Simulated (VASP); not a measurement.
# Ga2Te3Pd (R-3m) in VASP: notebook

Runs on Ga2Te3Pd. Level: PBE. Tasks: single point, relaxation of cell and atoms.

Program: VASP 6.6.1. These are calculated values, not measurements. Logs are shortened: lines on timing, memory, paths and dates and some standing lists are left out, and cuts for length are marked.

## Step 1: The cell of the first run

Symmetry: R-3m, No. 166, trigonal system. Conventional cell: a = 6.163 Å, b = 6.163 Å, c = 14.584 Å, α = 90.00°, β = 90.00°, γ = 120.00°. Within 4.7 Å of Ga (site symmetry 3m) lie 9 Te at 3.54 to 3.57 Å and 4 Ga at 3.60 to 3.77 Å and 3 Pd at 3.61 Å. Te (site symmetry 2/m) has 2 Pd at 3.01 Å and 4 Te at 3.08 Å and 6 Ga at 3.54 to 3.57 Å within 4.0 Å. Pd (site symmetry -3m) has 6 Te at 3.01 Å and 6 Ga at 3.61 Å within 4.0 Å.

The cell was built from a structure type or drawn by symmetry, and may not be a known phase.

## Step 2: Single point, PBE

Input file INCAR:

```
SYSTEM = Ga2Te3Pd
PREC = Accurate
ENCUT = 520
EDIFF = 1E-6
ISMEAR = 0
SIGMA = 0.1
LREAL = .False.
LASPH = .True.
NELM = 100
ALGO = Normal
ISIF = 2
LWAVE = .False.
LCHARG = .False.
GGA = PE
NBANDS = 36
```

Input file KPOINTS:

```
regular mesh
0
Gamma
  3 3 3
  0 0 0
```

Input file POSCAR:

```
Ga2Te3Pd
1.0
    3.0813237500      1.7790031000      4.8613187200
   -3.0813237500      1.7790031000      4.8613187200
    0.0000000000     -3.5580062000      4.8613187200
Ga Te Pd
2 3 1
Direct
    0.6234802600      0.6234802600      0.6234802600
    0.3765197400      0.3765197400      0.3765197400
    0.0000000000      0.5000000000      0.0000000000
    0.5000000000      0.0000000000      0.0000000000
    0.0000000000      0.0000000000      0.5000000000
    0.0000000000      0.0000000000      0.0000000000
```

Potentials or basis: VASP PAW PBE potentials, release 64 (Ga_d, Te, Pd).

The run is started by

```sh
> cat potpaw_PBE.64/Ga_d/POTCAR potpaw_PBE.64/Te/POTCAR potpaw_PBE.64/Pd/POTCAR > POTCAR
> mpirun -np 1 vasp_std > vasp.out
```

OUTCAR:

```text
SYSTEM = Ga2Te3Pd
   PREC = Accurate
   ENCUT = 520
   EDIFF = 1E-6
   ISMEAR = 0
   LREAL = .False.
   LASPH = .True.
   NELM = 100
   ISIF = 2
   GGA = PE

 ion  position               nearest neighbor table
   1  0.623  0.623  0.623-
   2  0.377  0.377  0.377-
   3  0.000  0.500  0.000-   6 3.01   6 3.01   4 3.08   4 3.08   5 3.08   5 3.08
   4  0.500  0.000  0.000-   6 3.01   6 3.01   3 3.08   3 3.08   5 3.08   5 3.08
   5  0.000  0.000  0.500-   6 3.01   6 3.01   4 3.08   3 3.08   3 3.08   4 3.08
   6  0.000  0.000  0.000-   3 3.01   4 3.01   3 3.01   4 3.01   5 3.01   5 3.01

  LATTYP: Found a trigonal (rhomboedric) cell.
 ALAT       =     6.0242698991
 COS(alpha) =     0.4767661671

  Lattice vectors:

 A1 = (   3.0813237500,   1.7790031000,   4.8613187200)
 A2 = (  -3.0813237500,   1.7790031000,   4.8613187200)
 A3 = (   0.0000000000,  -3.5580062000,   4.8613187200)

Analysis of symmetry for initial positions (statically):
=====================================================================
 Subroutine PRICEL returns:
 Original cell was already a primitive cell.

 Routine SETGRP: Setting up the symmetry group for a
 trigonal (rhombohedral) supercell.

 Subroutine GETGRP returns: Found 12 space group operations
 (whereof 12 operations were pure point group operations)
 out of a pool of 12 trial point group operations.

The static configuration has the point symmetry D_3d.

Analysis of symmetry for dynamics (positions and initial velocities):
=====================================================================
 Subroutine PRICEL returns:
 Original cell was already a primitive cell.

 Routine SETGRP: Setting up the symmetry group for a
 trigonal (rhombohedral) supercell.

 Subroutine GETGRP returns: Found 12 space group operations
 (whereof 12 operations were pure point group operations)
 out of a pool of 12 trial point group operations.

The dynamic configuration has the point symmetry D_3d.

 Subroutine INISYM returns: Found 12 space group operations
 (whereof 12 operations are pure point group operations),
 and found     1 'primitive' translations

----------------------------------------------------------------------------------------

                                     Primitive cell

  volume of cell :     159.8893

  direct lattice vectors                    reciprocal lattice vectors
     3.081323750  1.779003100  4.861318720     0.162267921  0.093685428  0.068568500
    -3.081323750  1.779003100  4.861318720    -0.162267921  0.093685428  0.068568500
     0.000000000 -3.558006200  4.861318720     0.000000000 -0.187370856  0.068568500

  length of vectors
     6.024269896  6.024269896  6.024269899     0.199523124  0.199523124  0.199523124

  position of ions in fractional coordinates (direct lattice)
     0.623480260  0.623480260  0.623480260
     0.376519740  0.376519740  0.376519740
     0.000000000  0.500000000  1.000000000
     0.500000000  0.000000000  1.000000000
     1.000000000  1.000000000  0.500000000
     0.000000000  0.000000000  0.000000000

  ion indices of the primitive-cell ions
   primitive index   ion index
                 1           1
                 2           2
                 3           3
                 4           4
                 5           5
                 6           6

----------------------------------------------------------------------------------------

 KPOINTS: regular mesh

Automatic generation of k-mesh.
 Grid dimensions read from file:
 generate k-points for:    3    3    3

 Generating k-lattice:

  Cartesian coordinates                     Fractional coordinates (reciprocal lattice)
     0.054089307  0.031228476  0.022856167     0.333333333  0.000000000 -0.000000000
    -0.054089307  0.031228476  0.022856167     0.000000000  0.333333333 -0.000000000
     0.000000000 -0.062456952  0.022856167    -0.000000000 -0.000000000  0.333333333

  Length of vectors
     0.066507708  0.066507708  0.066507708

  Shift w.r.t. Gamma in fractional coordinates (k-lattice)
     0.000000000  0.000000000  0.000000000

 Subroutine IBZKPT returns following result:
 ===========================================

 Found      6 irreducible k-points:

 Following reciprocal coordinates:
            Coordinates               Weight
  0.000000  0.000000  0.000000      1.000000
  0.333333  0.000000 -0.000000      6.000000
  0.333333  0.333333 -0.000000      6.000000
 -0.333333  0.333333  0.000000      6.000000
  0.333333  0.333333  0.333333      2.000000
 -0.333333  0.333333  0.333333      6.000000
   k-points           NKPTS =      6   k-points in BZ     NKDIM =      6   number of bands    NBANDS=     36
   number of dos      NEDOS =    301   number of ions     NIONS =      6
   total plane-waves  NPLWV = 110592
   dimension x,y,z NGX =    48 NGY =   48 NGZ =   48
   dimension x,y,z NGXF=    96 NGYF=   96 NGZF=   96
   ions per type =               2   3   1
   NGX,Y,Z   is equivalent  to a cutoff of  13.25, 13.25, 13.25 a.u.
   NGXF,Y,Z  is equivalent  to a cutoff of  26.49, 26.49, 26.49 a.u.
 SYSTEM =  Ga2Te3Pd
   PREC   = accura    normal or accurate (medium, high low for compatibility)
   ISTART =      0    job   : 0-new  1-cont  2-samecut
   ICHARG =      2    charge: 1-file 2-atom 10-const
   ISPIN  =      1    spin polarized calculation?
   LNONCOLLINEAR =      F non collinear calculations
   LSORBIT =      F    spin-orbit coupling
   LASPH  =      T    aspherical Exc in radial PAW
   ENCUT  =  520.0 eV  38.22 Ry    6.18 a.u.  11.20 11.20 11.20*2*pi/ulx,y,z
   NELM   =    100;   NELMIN=  2; NELMDL= -5     # of ELM steps
   EDIFF  = 0.1E-05   stopping-criterion for ELM
   LREAL  =      F    real-space projection
   EDIFFG = 0.1E-04   stopping-criterion for IOM
   NSW    =      0    number of steps for IOM
   IBRION =     -1    ionic relax: 0-MD 1-quasi-New 2-CG
   NFREE  =      0    steps in history (QN), initial steepest desc. (CG)
   ISIF   =      2    stress and relaxation
   ISYM   =      2    0-nonsym 1-usesym 2-fastsym
   POTIM  = 0.5000    time-step for ionic-motion
   TEBEG  =    0.0;   TEEND  =   0.0 temperature during run
   PSTRESS=    0.0 pullay stress
   NELECT =      54.0000    total number of electrons
   NUPDOWN=      -1.0000    fix difference up-down
   EMIN   =  10.00;   EMAX   =-10.00  energy-range for DOS
   EFERMI =   0.00;   METHOD = LEGACY
   ISMEAR =     0;   SIGMA  =   0.10  broadening in eV -4-tet -1-fermi 0-gaus
   EFERMI_NEDOS =   21; number of points for ismear=-14 and -15
   IALGO  =     38    algorithm
   IMIX   =      4    mixing-type and parameters
     AMIX     =   0.40;   BMIX     =  1.00
     AMIX_MAG =   1.60;   BMIX_MAG =  1.00
  volume/ion in A,a.u.               =      26.65       179.83
  Fermi-wavevector in a.u.,A,eV,Ry     =   1.140074  2.154427 17.684420  1.299768
  Thomas-Fermi vector in A             =   2.276776
   LORBIT       =      0    0 simple, 1 ext, 2 COOP (PROOUT), +10 PAW based schemes
   GGA     = PE    functional components
   LHFCALC =     F    Hartree Fock is set to
   AEXX    =    0.0000 exact exchange contribution
   IVDW    =     0    specifies the selected vdW correction
   LEPSILON=     F    determine dielectric tensor
   LRPA    =     F    only Hartree local field effects (RPA)
 non-spin polarized calculation
 Gauss-broadening in eV      SIGMA  =   0.10
  energy-cutoff  :      520.00
  volume of cell :      159.89
 maximum number of plane-waves:      4338
 NGX is ok and might be reduce to    48
   NGX = 23   NGY = 23   NGZ = 23

 number of electron      53.9999993 magnetization

 Free energy of the ion-electron system (eV)
  ---------------------------------------------------
  ext. energy  EPLUGINS =         0.00000000
  ---------------------------------------------------
  free energy    TOTEN  =       -19.26451748 eV

  energy without entropy =      -19.24634090  energy(sigma->0) =      -19.25542919

 E-fermi :   6.2443     XC(G=0):  -9.8849

 val. band max:        5.9133876079   @ k =  -0.3333   0.3333   0.0000
 cond. band min:       6.3150052869   @ k =   0.3333   0.3333  -0.0000
 fundamental gap:      0.4016176790
 Fermi energy:         6.2443267498

 k-point     1 :       0.0000    0.0000    0.0000
  band No.  band energies     occupation
      1      -8.9211      2.00000
      2      -8.9101      2.00000
      3      -8.9101      2.00000
      4      -8.9061      2.00000
      5      -8.9061      2.00000
      6      -8.8967      2.00000
[... 28 lines left out ...]
     35      11.0392      0.00000
     36      11.1800      0.00000

 k-point     2 :       0.3333    0.0000   -0.0000
  band No.  band energies     occupation
      1      -8.9218      2.00000
      2      -8.9117      2.00000
      3      -8.9113      2.00000
      4      -8.9047      2.00000
      5      -8.9020      2.00000
      6      -8.8943      2.00000
[... 28 lines left out ...]
     35      10.4327      0.00000
     36      10.7266      0.00000

 k-point     3 :       0.3333    0.3333   -0.0000
  band No.  band energies     occupation
      1      -8.9221      2.00000
      2      -8.9148      2.00000
      3      -8.9104      2.00000
      4      -8.9017      2.00000
      5      -8.9004      2.00000
      6      -8.8977      2.00000
[... 28 lines left out ...]
     35       9.5770      0.00000
     36      10.0313      0.00000

 k-point     4 :      -0.3333    0.3333    0.0000
  band No.  band energies     occupation
      1      -8.9236      2.00000
      2      -8.9140      2.00000
      3      -8.9096      2.00000
      4      -8.9014      2.00000
      5      -8.9014      2.00000
      6      -8.8961      2.00000
[... 28 lines left out ...]
     35       9.7775      0.00000
     36       9.9966      0.00000

 k-point     5 :       0.3333    0.3333    0.3333
  band No.  band energies     occupation
      1      -8.9213      2.00000
      2      -8.9122      2.00000
      3      -8.9122      2.00000
      4      -8.9023      2.00000
      5      -8.9023      2.00000
      6      -8.8978      2.00000
[... 28 lines left out ...]
     35       9.5543      0.00000
     36       9.5543      0.00000

 k-point     6 :      -0.3333    0.3333    0.3333
  band No.  band energies     occupation
      1      -8.9257      2.00000
      2      -8.9118      2.00000
      3      -8.9082      2.00000
      4      -8.9030      2.00000
      5      -8.9005      2.00000
      6      -8.8968      2.00000
[... 28 lines left out ...]
     35       9.8810      0.00000
     36      10.6401      0.00000

------------------------ aborting loop because EDIFF is reached ----------------------------------------

  FORCE on cell =-STRESS in cart. coord.  units (eV):
  Direction    XX          YY          ZZ          XY          YZ          ZX
  --------------------------------------------------------------------------------------
  -------------------------------------------------------------------------------------
  Total        4.5828698      4.5828698     -6.6794340      0.0000000      0.0000000      0.0000000
  in kB       45.9228380     45.9228382    -66.9315475      0.0000000      0.0000000      0.0000000
  external PRESSURE =       8.3047096 kB  Pullay stress =       0.0000000 kB

 VOLUME and BASIS-vectors are now :
 -----------------------------------------------------------------------------
  energy-cutoff  :      520.00
  volume of cell :      159.89
      direct lattice vectors                 reciprocal lattice vectors
     3.081323750  1.779003100  4.861318720     0.162267921  0.093685428  0.068568500
    -3.081323750  1.779003100  4.861318720    -0.162267921  0.093685428  0.068568500
     0.000000000 -3.558006200  4.861318720     0.000000000 -0.187370856  0.068568500

 POSITION                                       TOTAL-FORCE (eV/Angst)
 -----------------------------------------------------------------------------------
      0.00000      0.00000      9.09281        -0.000000     -0.000000      0.170322
      0.00000      0.00000      5.49115        -0.000000      0.000000     -0.170322
     -1.54066      0.88950      2.43066        -0.000000     -0.000000      0.000000
      1.54066      0.88950      2.43066         0.000000     -0.000000      0.000000
      0.00000     -1.77900      2.43066         0.000000     -0.000000      0.000000
      0.00000      0.00000      0.00000        -0.000000     -0.000000      0.000000
 -----------------------------------------------------------------------------------
    total drift:                                0.000000      0.000000     -0.000000

  FREE ENERGIE OF THE ION-ELECTRON SYSTEM (eV)
  ---------------------------------------------------
  free  energy   TOTEN  =       -19.2645174805 eV

  energy  without entropy=      -19.2463409036  energy(sigma->0) =      -19.25542919
```

It took 25 s on 1 thread of Intel Xeon 6975P-C (Granite Rapids), shared host; peak memory 0.33 GiB.

What came out:

```
Free energy            : -19.2645 eV
Pressure               : 0.8 GPa
Largest force          : 0.170 eV/Å
Band gap on the k mesh : zero (bands 27 and 28 overlap by 1.64 eV)
```

Forces in eV/Å, atoms in the order of the input:
```
Ga   0.000  0.000  0.170
Ga   0.000  0.000 -0.170
Te   0.000  0.000  0.000
Te   0.000  0.000  0.000
Te   0.000  0.000  0.000
Pd   0.000  0.000  0.000
```

Stress tensor (GPa, compression positive):
```
 4.59  0.00  0.00
 0.00  4.59  0.00
 0.00  0.00 -6.69
```

Caveat: the k points lie up to 0.42 Å⁻¹ apart, too coarse for converged energies and pressures of a metal; spin-orbit coupling is left out, which moves the levels of the heavy elements.

## Step 3: Single point, PBE

This run uses another cell than the first one, of 27.59 Å³/atom.

Input file INCAR:

```
PREC = Accurate
ENCUT = 520
EDIFF = 1E-6
ISMEAR = 0
SIGMA = 0.1
LREAL = False
LASPH = True
NELM = 100
ALGO = Normal
ISIF = 2
LWAVE = False
LCHARG = False
GGA = PE
NBANDS = 36
```

Input file KPOINTS:

```
Automatic mesh
0
Gamma
  6 6 6
```

Input file POSCAR:

```
Ga2Te3Pd
1.0
    3.8340295266      2.2135779793      3.2509234632
   -3.8340295266      2.2135779793      3.2509234632
    0.0000000000     -4.4271559586      3.2509234632
Ga Te Pd
2 3 1
Direct
    0.6430361351      0.6430361351      0.6430361351
    0.3569638649      0.3569638649      0.3569638649
    0.0000000000      0.5000000000      0.0000000000
    0.5000000000      0.0000000000      0.0000000000
    0.0000000000      0.0000000000      0.5000000000
    0.0000000000      0.0000000000      0.0000000000
```

Potentials or basis: VASP PAW PBE potentials, release 64 (Ga_d, Te, Pd).

The run is started by

```sh
> cat potpaw_PBE.64/Ga_d/POTCAR potpaw_PBE.64/Te/POTCAR potpaw_PBE.64/Pd/POTCAR > POTCAR
> mpirun -np 1 vasp_std > vasp.out
```

It took 85 s on 1 thread of Intel Xeon 6975P-C (Granite Rapids), shared host; peak memory 0.36 GiB.

Results (log left out):

```
Free energy            : -20.7263 eV
Pressure               : 0.0 GPa
Band gap on the k mesh : zero (bands 27 and 28 overlap by 1.90 eV)
```

Levels at points of the mesh, in eV from the Fermi level:
```tsv
k point	band 25	band 26	band 27	band 28	band 29	band 30
(0.00, 0.00, 0.00)	-1.65	-0.56	-0.18	-0.18	1.17	1.92
(0.50, 0.00, 0.00)	-1.01	-0.68	-0.68	-0.36	-0.13	2.15
(0.50, 0.50, 0.00)	-1.26	-0.93	-0.84	0.31	2.67	2.72
(0.50, 0.50, 0.50)	0.05	0.77	1.53	2.11	2.81	2.81
```

Caveat: spin-orbit coupling is left out, which moves the levels of the heavy elements.

(Part 1 of 2 ends here.)
